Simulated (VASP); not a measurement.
Set up this calculation in VASP 6.6.1, as the native input.

| Quantity | Value |
| --- | --- |
| Task | single point |
| Functional | LDA |
| Potentials or basis | VASP PAW LDA potentials, release 64 (Al) |
| Cutoff | 520 eV |
| k mesh | 2 × 2 × 1 |
| Occupations | fermi-dirac, width 0.1 eV |
| Spin | no spin polarisation |
| Dipole correction | no |
| Further INCAR settings | LREAL = Auto; ALGO = Normal; EDIFF = 1e-06; NBANDS = 44 |

The structure of Al lies in POSCAR:

```
Al
1.0
    5.7275650000      0.0000000000      0.0000000000
    4.2956740000      7.4403250000      0.0000000000
    0.0000000000      0.0000000000     15.6765370000
Al
19
Direct
    0.1666667000      0.1111111000      0.0637896000
    0.6666667000      0.1111111000      0.0637896000
    0.1666667000      0.4444444000      0.0637896000
    0.6666667000      0.4444444000      0.0637896000
    0.1666667000      0.7777778000      0.0637896000
    0.6666667000      0.7777778000      0.0637896000
   -0.1659379579      0.2210142307      0.2113883357
    0.3356141417      0.2171549867      0.2132969960
   -0.1540860123      0.5442391349      0.2124519203
    0.3453268852      0.5466663872      0.2137555218
   -0.1685326847      0.8812902770      0.2159854518
    0.3290570804      0.8801339852      0.2165377121
   -0.0498369805      0.0206102108      0.3557850095
    0.4850533369     -0.0163192306      0.3739469615
    0.0170767875      0.3235181345      0.3578685475
    0.4928215344      0.3260788538      0.3596847982
    0.0330553800      0.6614777863      0.3725928148
    0.5553928770      0.6275109881      0.3575990368
    0.2620961850      0.8333794633      0.4804284109
```

The input as run:

INCAR

```
SYSTEM = Al
  PREC = Accurate
  ENCUT = 520
  EDIFF = 1E-6
  ISMEAR = -1
  SIGMA = 0.1
  LREAL = Auto
  LASPH = .TRUE.
  NELM = 100
  ALGO = Normal
  ISIF = 2
  LWAVE = .FALSE.
  LCHARG = .FALSE.
  GGA = CA
  NBANDS = 44
```

KPOINTS

```
Automatic mesh
0
G
  2 2 1
  0 0 0
```

Potentials or basis: VASP PAW LDA potentials, release 64 (Al).

Command:

```bash
$ cat potpaw_LDA.64/Al/POTCAR > POTCAR
$ mpirun -np 1 vasp_std > vasp.out
```

It gave:

```
Largest force : 0.156 eV/Å
```

Caveat: the k points lie up to 0.63 Å⁻¹ apart.

Wall time 4.4 min on 1 thread of AMD EPYC 7R43 64-Core Processor (Zen 3), on a shared host, peak memory 0.49 GiB.
